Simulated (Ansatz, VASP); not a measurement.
**Te2Mo: VASP beside Ansatz**

Contents of POSCAR:

```
Te2Mo
1.0
    3.5370947175      0.0000000000      0.0000000000
   -1.7685473587      3.0632138809      0.0000000000
    0.0000000000      0.0000000000      7.8269141206
Te Mo
2 1
Direct
    0.3333333333      0.6666666667      0.7705212926
    0.3333333333      0.6666666667      0.2294787074
    0.0000000000      0.0000000000      0.0000000000
```

Contents of INCAR.step1:

```
SYSTEM = Te2Mo
  PREC = Accurate
  ENCUT = 520
  ISMEAR = 0
  SIGMA = 0.01
  LREAL = .False.
  LASPH = .True.
  NELM = 100
  NBANDS = 20
  GGA = PE
  ALGO = Normal
  EDIFF = 1E-4
  LWAVE = .True.
  LCHARG = .False.
```

File INCAR.step2:

```
SYSTEM = Te2Mo
  PREC = Accurate
  ENCUT = 520
  EDIFF = 1E-6
  ISMEAR = 0
  SIGMA = 0.01
  LREAL = .False.
  LASPH = .True.
  NELM = 100
  ALGO = Normal
  ISIF = 2
  LWAVE = .False.
  LCHARG = .True.
  METAGGA = R2SCAN
  LMIXTAU = .True.
  LELF = .True.
  LVHAR = .True.
  NBANDS = 20
  ISTART = 1
```

Contents of KPOINTS:

```
regular mesh
0
Gamma
  12 12 4
  0 0 0
```

Input for Ansatz:

```yaml
crystal:
  lattice:
    - [3.5370947175, 0.0, 0.0]
    - [-1.7685473587, 3.0632138809, 0.0]
    - [0.0, 0.0, 7.8269141206]
  atoms:
    - { symbol: Te, position: [0.3333333333, 0.6666666667, 0.7705212926] }
    - { symbol: Te, position: [0.3333333333, 0.6666666667, 0.2294787074] }
    - { symbol: Mo, position: [0.0, 0.0, 0.0] }
kpoints:
  mp_grid: { grid: [12, 12, 4] }
  band_path:
    path:
      - [0.0, 0.0, 0.0]
      - [0.5, 0.0, 0.0]
      - [0.3333333333, 0.3333333333, 0.0]
      - [0.0, 0.0, 0.5]
      - [0.5, 0.0, 0.5]
      - [0.3333333333, 0.3333333333, 0.5]
      - [0.192708, 0.192708, 0.0]
    npoints: 1
hamiltonian:
  xc: r2scan
scf:
  occupations: { method: fixed }
  n_extra_bands: 4
output:
  forces: true
  stress: true
  eigenvalues: true
```

Alike in both runs: task single point; functional r2SCAN; k mesh 12 × 12 × 4; no spin polarisation.

```csv
,VASP,Ansatz
version,VASP 6.6.1,Ansatz 0.2.0
potentials or method,"VASP PAW PBE potentials, release 64 (Te, Mo_sv)","plane waves, PAW"
plane-wave cutoff (eV),520,500
occupations,"gaussian, width 0.01 eV",fixed
valence electrons in the cell,26,46
```

Ansatz gave:

- gap on the k mesh at the Fermi level (eV): 1.14
- pressure (GPa): 1.0
- traceless stress, the component that is largest in VASP (GPa): -0.11
- rms of the force components (eV/Å): 0.008

Q: Estimate VASP's values.

A: gap on the k mesh at the Fermi level (eV): 1.14; pressure (GPa): 1.1; traceless stress, the component that is largest in VASP (GPa): -0.06; rms of the force components (eV/Å): 0.004.

VASP's potentials were made for PBE, not for r2SCAN. Atom by atom the forces differ by 0.012 eV/Å (rms over components). VASP's potentials hold 26 valence electrons a cell and Ansatz's 46, so a difference there can come from the potentials and not from the codes.

Spin-orbit coupling is off throughout.
